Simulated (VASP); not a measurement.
# HfB2 (P6/mmm) in VASP: single point with PBE

Aim: the single point of HfB2 with PBE.

Everything below comes from runs of VASP 6.6.1. Logs are shortened: lines on timing, memory, paths and dates and some standing lists are left out, and cuts for length are marked.

### Step 1. The cell of the first run

It takes space group P6/mmm (No. 191, hexagonal). The conventional cell has a = 3.140 Å, b = 3.140 Å, c = 3.480 Å, α = 90.00°, β = 90.00°, γ = 120.00°. Hf (site symmetry 6/mmm) has 12 B at 2.51 Å and 6 Hf at 3.14 Å within 3.3 Å. B (site symmetry -6m2) has 3 B at 1.81 Å within 2.4 Å.

### Step 2. Single point, PBE

Contents of INCAR:

```
SYSTEM = HfB2
PREC = Accurate
ENCUT = 520
EDIFF = 1E-7
ISMEAR = -1
SIGMA = 0.03
LREAL = .FALSE.
LASPH = .TRUE.
NELM = 60
ALGO = Normal
ISIF = 2
LWAVE = .FALSE.
LCHARG = .TRUE.
GGA = PE
LELF = .TRUE.
LVHAR = .TRUE.
NBANDS = 15
```

Contents of KPOINTS:

```
Automatic mesh
0
G
  15 15 12
  0 0 0
```

Contents of POSCAR:

```
HfB2
1.0
    3.1400001005      0.0000000000      0.0000000000
   -1.5700000503      2.7193198549      0.0000000000
    0.0000000000      0.0000000000      3.4800000000
Hf B
1 2
Direct
    0.0000000000      0.0000000000      0.0000000000
    0.3333333333      0.6666666667      0.5000000000
    0.6666666667      0.3333333333      0.5000000000
```

Potentials or basis: VASP PAW PBE potentials, release 64 (Hf_pv, B).

The run is started by

```bash
cat potpaw_PBE.64/Hf_pv/POTCAR potpaw_PBE.64/B/POTCAR > POTCAR
mpirun -np 1 vasp_std > vasp.out
```

OUTCAR:

```text
SYSTEM = HfB2
   PREC = Accurate
   ENCUT = 520
   EDIFF = 1E-7
   ISMEAR = -1
   LREAL = .FALSE.
   LASPH = .TRUE.
   NELM = 60
   ISIF = 2
   GGA = PE

 ion  position               nearest neighbor table
   1  0.000  0.000  0.000-   2 2.51   3 2.51   2 2.51   3 2.51   3 2.51   3 2.51   2 2.51   2 2.51
                             3 2.51   3 2.51   2 2.51   2 2.51
   2  0.333  0.667  0.500-   3 1.81   3 1.81   3 1.81   1 2.51   1 2.51   1 2.51   1 2.51   1 2.51
                             1 2.51
   3  0.667  0.333  0.500-   2 1.81   2 1.81   2 1.81   1 2.51   1 2.51   1 2.51   1 2.51   1 2.51
                             1 2.51

  LATTYP: Found a hexagonal cell.
 ALAT       =     3.1400001005
 C/A-ratio  =     1.1082802193

  Lattice vectors:

 A1 = (   3.1400001005,   0.0000000000,   0.0000000000)
 A2 = (  -1.5700000503,   2.7193198549,   0.0000000000)
 A3 = (   0.0000000000,   0.0000000000,   3.4800000000)

Analysis of symmetry for initial positions (statically):
=====================================================================
 Subroutine PRICEL returns:
 Original cell was already a primitive cell.

 Routine SETGRP: Setting up the symmetry group for a
 hexagonal supercell.

 Subroutine GETGRP returns: Found 24 space group operations
 (whereof 24 operations were pure point group operations)
 out of a pool of 24 trial point group operations.

The static configuration has the point symmetry D_6h.

Analysis of symmetry for dynamics (positions and initial velocities):
=====================================================================
 Subroutine PRICEL returns:
 Original cell was already a primitive cell.

 Routine SETGRP: Setting up the symmetry group for a
 hexagonal supercell.

 Subroutine GETGRP returns: Found 24 space group operations
 (whereof 24 operations were pure point group operations)
 out of a pool of 24 trial point group operations.

The dynamic configuration has the point symmetry D_6h.

 Subroutine INISYM returns: Found 24 space group operations
 (whereof 24 operations are pure point group operations),
 and found     1 'primitive' translations

----------------------------------------------------------------------------------------

                                     Primitive cell

  volume of cell :      29.7146

  direct lattice vectors                    reciprocal lattice vectors
     3.140000101  0.000000000  0.000000000     0.318471327  0.183869507  0.000000000
    -1.570000050  2.719319855  0.000000000     0.000000000  0.367739013  0.000000000
     0.000000000  0.000000000  3.480000000     0.000000000  0.000000000  0.287356322

  length of vectors
[... 93 lines left out ...]
   TEBEG  =    0.0;   TEEND  =   0.0 temperature during run
   PSTRESS=    0.0 pullay stress
   NELECT =      16.0000    total number of electrons
   NUPDOWN=      -1.0000    fix difference up-down
   EMIN   =  10.00;   EMAX   =-10.00  energy-range for DOS
   EFERMI =   0.00;   METHOD = LEGACY
   ISMEAR =    -1;   SIGMA  =   0.03  broadening in eV -4-tet -1-fermi 0-gaus
   EFERMI_NEDOS =   21; number of points for ismear=-14 and -15
   IALGO  =     38    algorithm
   IMIX   =      4    mixing-type and parameters
     AMIX     =   0.40;   BMIX     =  1.00
     AMIX_MAG =   1.60;   BMIX_MAG =  1.00
  volume/ion in A,a.u.               =       9.90        66.84
  Fermi-wavevector in a.u.,A,eV,Ry     =   1.331860  2.516850 24.134692  1.773850
  Thomas-Fermi vector in A             =   2.460838
   LORBIT       =      0    0 simple, 1 ext, 2 COOP (PROOUT), +10 PAW based schemes
   GGA     = PE    functional components
   LHFCALC =     F    Hartree Fock is set to
   AEXX    =    0.0000 exact exchange contribution
   IVDW    =     0    specifies the selected vdW correction
   LEPSILON=     F    determine dielectric tensor
   LRPA    =     F    only Hartree local field effects (RPA)
 non-spin polarized calculation
  energy-cutoff  :      520.00
  volume of cell :       29.71
 maximum number of plane-waves:       820
 NGX is ok and might be reduce to    24
   NGX = 11   NGY = 11   NGZ = 13

 number of electron      15.9999998 magnetization

 Free energy of the ion-electron system (eV)
  ---------------------------------------------------
  ext. energy  EPLUGINS =         0.00000000
  ---------------------------------------------------
  free energy    TOTEN  =       -26.40111590 eV

  energy without entropy =      -26.40044250  energy(sigma->0) =      -26.40077920

 E-fermi :   7.7034     XC(G=0): -12.5967

 val. band max:        7.6548597302   @ k =   0.4000   0.1333   0.0000
 cond. band min:       7.7138119392   @ k =   0.0667   0.0667   0.4167
 fundamental gap:      0.0589522091
 Fermi energy:         7.7033684123

 k-point     1 :       0.0000    0.0000    0.0000
  band No.  band energies     occupation
      1     -22.9647      2.00000
      2     -22.4660      2.00000
      3     -22.4660      2.00000
      4      -6.0839      2.00000
      5       4.6675      2.00000
      6       4.7728      2.00000
      7       4.7728      2.00000
      8       4.8889      2.00000
      9      11.6966      0.00000
     10      11.6966      0.00000
     11      12.3319      0.00000
     12      12.3319      0.00000
     13      12.6610      0.00000
     14      12.6610      0.00000
[... 401 lines left out ...]
      2     -22.8214      2.00000
      3     -22.8126      2.00000
      4      -1.4218      2.00000
      5      -1.1156      2.00000
      6       1.5879      2.00000
      7       4.0976      2.00000
      8       6.6093      2.00000
      9       7.4310      1.99977
     10      10.6459      0.00000
     11      12.3010      0.00000
     12      14.5533      0.00000
     13      16.5371      0.00000
     14      17.7130      0.00000
     15      18.0913      0.00000

 [... further k-points ...]
[... 5 lines left out ...]
  --------------------------------------------------------------------------------------
  -------------------------------------------------------------------------------------
  Total        0.1612422      0.1612422      0.2219492     -0.0000000      0.0000000     -0.0000000
  in kB        8.6940076      8.6940076     11.9672692     -0.0000000      0.0000000     -0.0000000
  external PRESSURE =       9.7850948 kB  Pullay stress =       0.0000000 kB

 VOLUME and BASIS-vectors are now :
 -----------------------------------------------------------------------------
  energy-cutoff  :      520.00
  volume of cell :       29.71
      direct lattice vectors                 reciprocal lattice vectors
     3.140000101  0.000000000  0.000000000     0.318471327  0.183869507  0.000000000
    -1.570000050  2.719319855  0.000000000     0.000000000  0.367739013  0.000000000
     0.000000000  0.000000000  3.480000000     0.000000000  0.000000000  0.287356322

 POSITION                                       TOTAL-FORCE (eV/Angst)
 -----------------------------------------------------------------------------------
      0.00000      0.00000      0.00000         0.000000      0.000000      0.000000
     -0.00000      1.81288      1.74000        -0.000000      0.000000      0.000000
      1.57000      0.90644      1.74000         0.000000      0.000000      0.000000
 -----------------------------------------------------------------------------------
    total drift:                               -0.000000      0.000000     -0.000000

  FREE ENERGIE OF THE ION-ELECTRON SYSTEM (eV)
  ---------------------------------------------------
  free  energy   TOTEN  =       -26.4011159014 eV

  energy  without entropy=      -26.4004424979  energy(sigma->0) =      -26.40077920
```

stdout:

```text
POSCAR found type information on POSCAR HfB
 POSCAR found :  2 types and       3 ions
 scaLAPACK will be used
 LDA part: xc-table for (Slater+PW92), standard interpolation
 POSCAR, INCAR and KPOINTS ok, starting setup
 FFT: planning ... GRIDC
 FFT: planning ... GRID_SOFT
 FFT: planning ... GRID
 WAVECAR not read
 entering main loop
```

Run time: 34 s. Hardware: 1 thread of Intel Xeon 6975P-C (Granite Rapids), shared host; peak memory 0.2 GiB.

Results:

| Property | Result |
| --- | --- |
| Free energy | -26.4011 eV |
| Pressure | 1.0 GPa |
| Band gap on the k mesh | zero (band 8 reaches 8.47 eV, above the bottom of band 9 at 7.43 eV) |

Stress tensor (GPa, compression positive):
```
0.87 0.00 0.00
0.00 0.87 0.00
0.00 0.00 1.20
```

Levels at points of the mesh, in eV from the Fermi level:
```
           k point  band 6  band 7  band 8  band 9  band 10  band 11
(0.00, 0.00, 0.00)   -2.93   -2.93   -2.81    3.99     3.99     4.63
(0.00, 0.00, 0.50)   -1.23   -1.23    0.28    0.28     0.97     0.97
```

Caveat: spin-orbit coupling is left out, which moves the levels of the heavy elements.
